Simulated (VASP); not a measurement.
Set up this calculation in VASP 6.6.1, as the native input.

```
Task                   : relaxation of cell and atoms
Functional             : PBE
Potentials or basis    : VASP PAW PBE potentials, release 64 (Sb)
Cutoff                 : 600 eV
k mesh                 : 6 × 6 × 6
Occupations            : gaussian, width 0.1 eV
Spin                   : no spin polarisation
Dipole correction      : no
Further INCAR settings : ALGO = Normal; EDIFF = 1e-07; IBRION = 2; EDIFFG = -0.04; NSW = 90; ISIF = 3
```

The structure of Sb lies in POSCAR:

```
Sb
1.0
    3.3726289600      0.0000000000      0.0000000000
    0.0000000000      3.3726289600      0.0000000000
    0.0000000000      0.0000000000      3.0380313500
Sb
1
Direct
    0.5000000000      0.5000000000      0.5000000000
```

The cell was built from a structure type or drawn by symmetry, and may not be a known phase.

One way to write it, as run:

INCAR

```
SYSTEM = Sb
PREC = Accurate ; ENCUT = 600
EDIFF = 1E-7 ; ISMEAR = 0
SIGMA = 0.1 ; LREAL = .FALSE.
LASPH = .TRUE. ; NELM = 80
ALGO = Normal ; ISIF = 3
LWAVE = .FALSE. ; LCHARG = .FALSE.
GGA = PE ; IBRION = 2
NSW = 90 ; EDIFFG = -0.04
```

KPOINTS

```
Automatic mesh
0
G
  6 6 6
  0 0 0
```

Potentials or basis: VASP PAW PBE potentials, release 64 (Sb).

Launch:

```bash
$ cat potpaw_PBE.64/Sb/POTCAR > POTCAR
$ mpirun -np 1 vasp_std > vasp.out
```

It gave:

The relaxed volume is 30.42 Å³/atom and the relaxed cell is a = 3.116 Å, b = 3.116 Å, c = 3.134 Å, α = 90.00°, β = 90.00°, γ = 90.00°. The space group after relaxing (to 0.1 Å) is Pm-3m (No. 221). The energy gained by relaxing is 144.8 meV/atom, the ionic steps are 6 and the pressure after relaxing is 0.1 GPa. The band gap on the k mesh is zero (an odd number of electrons rules out a gap without spin polarisation).

Caveat: spin-orbit coupling is left out, which moves the levels of the heavy elements.

Run time: 39 s on 1 thread of AMD EPYC 7R13, with other jobs on the host, peak memory 0.13 GiB.
